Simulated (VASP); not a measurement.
Here is a VASP 6.6.1 calculation.

POSCAR

```
MnO
1.0
    0.0000000000      2.2220003300      2.2220003300
    2.2220003300      0.0000000000      2.2220003300
    2.2220003300      2.2220003300      0.0000000000
Mn O
1 1
Direct
    0.0000000000      0.0000000000      0.0000000000
    0.5000000000      0.5000000000      0.5000000000
```

The input INCAR.step1:

```
SYSTEM = MnO
PREC = Accurate
ENCUT = 520
EDIFF = 1E-6
ISMEAR = -1
SIGMA = 0.05
LREAL = .False.
LASPH = .True.
NELM = 200
ALGO = Normal
ISIF = 2
LWAVE = .False.
LCHARG = .True.
ISPIN = 2
MAGMOM = 4 0
LMAXMIX = 4
LDAU = .True.
LDAUTYPE = 2
LDAUL = 2 -1
LDAUU = 3 0
LDAUJ = 0 0
LDAUPRINT = 1
GGA = PE
NBANDS = 22
GGA_COMPAT = .False.
NEDOS = 2001
LORBIT = 11
```

Contents of KPOINTS.step1:

```
regular mesh
0
Gamma
  10 10 10
  0 0 0
```

File INCAR.step2:

```
SYSTEM = MnO
PREC = Accurate
ENCUT = 520
EDIFF = 1E-6
ISMEAR = -5
SIGMA = 0.05
LREAL = .False.
LASPH = .True.
NELM = 200
ALGO = Normal
ISIF = 2
LWAVE = .False.
LCHARG = .False.
ISPIN = 2
MAGMOM = 4 0
LORBIT = 11
LMAXMIX = 4
LDAU = .True.
LDAUTYPE = 2
LDAUL = 2 -1
LDAUU = 3 0
LDAUJ = 0 0
LDAUPRINT = 1
GGA = PE
NEDOS = 1001
ICHARG = 11
GGA_COMPAT = .False.
```

File KPOINTS.step2:

```
regular mesh
0
Gamma
  15 15 15
  0 0 0
```

Potentials or basis: VASP PAW PBE potentials, release 64 (Mn_sv, O).

Command:

```sh
$ cat potpaw_PBE.64/Mn_sv/POTCAR potpaw_PBE.64/O/POTCAR > POTCAR
$ cp INCAR.step1 INCAR
$ cp KPOINTS.step1 KPOINTS
$ mpirun -np 1 vasp_std > vasp.out
$ cp INCAR.step2 INCAR
$ cp KPOINTS.step2 KPOINTS
$ mpirun -np 1 vasp_std > vasp.out
```

**Question.** Predict the net moment.

**Answer.** 5.00 μB per cell.

**Question.** Predict the site moments.

**Answer.** Mn +4.44; O +0.18 μB.

Eigenvalues of the final occupation matrices:
| site | spin | trace | eigenvalues |
| --- | --- | --- | --- |
| site 1 d | 1 | 4.58 | 0.90 0.90 0.90 0.94 0.94 |
| site 1 d | 2 | 0.16 | 0.02 0.02 0.02 0.06 0.06 |

Caveat: a cell with one magnetic atom can't hold antiferromagnetic order, which such compounds often take. The state reached can hang on the start; a lower one may exist.
